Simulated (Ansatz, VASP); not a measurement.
**One calculation of Rb, two programs**

The input POSCAR:

```
Rb
1.0
   -2.8025000000      2.8025000000      2.8025000000
    2.8025000000     -2.8025000000      2.8025000000
    2.8025000000      2.8025000000     -2.8025000000
Rb
1
Direct
    0.0000000000      0.0000000000      0.0000000000
```

Contents of INCAR.step1:

```
PREC     = Accurate       # precision mode
ENCUT    = 520            # plane-wave cutoff, eV
ISMEAR   = 0              # smearing method
SIGMA    = 0.1            # smearing width, eV
LREAL    = False          # projectors in reciprocal space
LASPH    = True           # aspherical terms in the spheres
NELM     = 80             # most SCF steps
NBANDS   = 10             # bands
GGA      = PE             # functional
ALGO     = Normal         # electronic algorithm
EDIFF    = 1E-4           # SCF threshold, eV
LWAVE    = True           # write WAVECAR
LCHARG   = False          # write CHGCAR
```

INCAR.step2

```
PREC     = Accurate       # precision mode
ENCUT    = 520            # plane-wave cutoff, eV
EDIFF    = 1E-6           # SCF threshold, eV
ISMEAR   = 0              # smearing method
SIGMA    = 0.1            # smearing width, eV
LREAL    = False          # projectors in reciprocal space
LASPH    = True           # aspherical terms in the spheres
NELM     = 80             # most SCF steps
ALGO     = Normal         # electronic algorithm
ISIF     = 2              # what is computed and relaxed
LWAVE    = False          # write WAVECAR
LCHARG   = True           # write CHGCAR
METAGGA  = R2SCAN         # meta-GGA
LMIXTAU  = True         
LUSE_VDW = True         
IVDW_NL  = 2            
BPARAM   = 11.95        
CPARAM   = 0.0093       
LELF     = True           # ELF
LVHAR    = True         
NBANDS   = 10             # bands
ISTART   = 1
```

Contents of KPOINTS:

```
Automatic mesh
0
Gamma
  4 4 4
```

Input for Ansatz:

```yaml
crystal:
  lattice:
    - [-2.8025, 2.8025, 2.8025]
    - [2.8025, -2.8025, 2.8025]
    - [2.8025, 2.8025, -2.8025]
  atoms:
    - { symbol: Rb, position: [0.0, 0.0, 0.0] }
basis:
  ecutwfc: 500
kpoints:
  mp_grid: { grid: [4, 4, 4] }
hamiltonian:
  xc: r2scan
  dispersion: rvv10
  pseudopotentials: { kind: paw }
scf:
  occupations: { method: gaussian, width: 0.1 }
output:
  forces: true
  stress: true
  eigenvalues: true
```

Alike in both runs: task single point; functional r2SCAN; dispersion rVV10; k mesh 4 × 4 × 4; occupations gaussian, width 0.1 eV; no spin polarisation.

|  | VASP | Ansatz |
| --- | --- | --- |
| version | VASP 6.6.1 | Ansatz 0.2.0 |
| potentials or method | VASP PAW PBE potentials, release 64 (Rb_sv), cutoff 520 eV | scalar-relativistic, plane waves, PAW |
| valence electrons in the cell | 9 | 9 |

```csv
,VASP,Ansatz,Ansatz less VASP
gap on the k mesh at the Fermi level (eV),none,none,-
pressure (GPa),0.2,0.2,-0.02
```

VASP's potentials were made for PBE, not for r2SCAN. A gap of «none» marks a metal or a gap that the smearing closes.

The k mesh is coarse, so the values compare programs but aren't converged.
